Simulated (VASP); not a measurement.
## In: single point with LDA

The system is In.

```xyz
1
Lattice="-1.5528 1.5528 2.3423 1.5528 -1.5528 2.3423 1.5528 1.5528 -2.3423" Properties=species:S:1:pos:R:3 pbc="T T T"
In    0.0000    0.0000    0.0000
```

```
Program                : VASP 6.6.1
Task                   : single point
Functional             : LDA
Potentials or basis    : VASP PAW LDA potentials, release 64 (In_d)
Cutoff                 : 520 eV
k mesh                 : 22 × 22 × 22
Occupations            : gaussian, width 0.15 eV
Spin                   : no spin polarisation
Dipole correction      : no
Further INCAR settings : ALGO = Fast; EDIFF = 1e-06; NBANDS = 12
```

```
Pressure               : 5.4 GPa
Band gap on the k mesh : zero (an odd number of electrons rules out a gap without spin polarisation)
```

Levels at points of the mesh, in eV from the Fermi level:
```tsv
k point	band 3	band 4	band 5	band 6	band 7	band 8	band 9	band 10
(0.00, 0.00, 0.00)	-14.77	-14.63	-14.49	-10.71	11.72	11.72	11.87	11.91
(0.50, 0.00, 0.00)	-14.75	-14.35	-14.30	-4.48	-4.10	8.40	10.04	11.42
(0.50, 0.50, 0.00)	-14.35	-14.32	-14.21	-2.51	-1.46	3.77	4.13	7.91
(0.50, 0.50, 0.50)	-14.33	-14.28	-14.28	-3.24	-2.76	4.92	4.92	8.86
```

It took 4.5 min on 1 thread of Intel Xeon 8259CL, on a shared host, peak memory 0.32 GiB.

Caveat: the cell stands under pressure; spin-orbit coupling is left out, which moves the levels of the heavy elements.
